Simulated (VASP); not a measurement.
Wanted: the native input for a VASP 6.6.1 run.

```
Task                   : single point
Functional             : LDA
Potentials or basis    : VASP PAW LDA potentials, release 64 (Cd, S)
Cutoff                 : 520 eV
k mesh                 : 6 × 6 × 6
Occupations            : gaussian, width 0.1 eV
Spin                   : no spin polarisation
Dipole correction      : no
Further INCAR settings : ALGO = Normal; EDIFF = 1e-06; NBANDS = 16
```

The structure of CdS (Hawleyite) lies in POSCAR:

```
CdS
1.0
    0.0000000000      2.9548794012      2.9548794012
    2.9548794012      0.0000000000      2.9548794012
    2.9548794012      2.9548794012      0.0000000000
Cd S
1 1
Direct
    0.0000000000      0.0000000000      0.0000000000
    0.2500000000      0.2500000000      0.2500000000
```

One way to write it, as run:

INCAR

```
SYSTEM = CdS
PREC = Accurate ; ENCUT = 520
EDIFF = 1E-6 ; ISMEAR = 0
SIGMA = 0.1 ; LREAL = .FALSE.
LASPH = .TRUE. ; NELM = 80
ALGO = Normal ; ISIF = 2
LWAVE = .FALSE. ; LCHARG = .FALSE.
GGA = CA ; NBANDS = 16
```

KPOINTS

```
regular mesh
0
G
  6 6 6
  0 0 0
```

Potentials or basis: VASP PAW LDA potentials, release 64 (Cd, S).

Run with:

```bash
$ cat potpaw_LDA.64/Cd/POTCAR potpaw_LDA.64/S/POTCAR > POTCAR
$ mpirun -np 1 vasp_std > vasp.out
```

It gave:

- Pressure: -4.1 GPa
- Band gap on the k mesh: 0.80 eV, direct

Run time: 15 s on 1 thread of Intel Xeon 8259CL (shared host), peak memory 0.15 GiB.
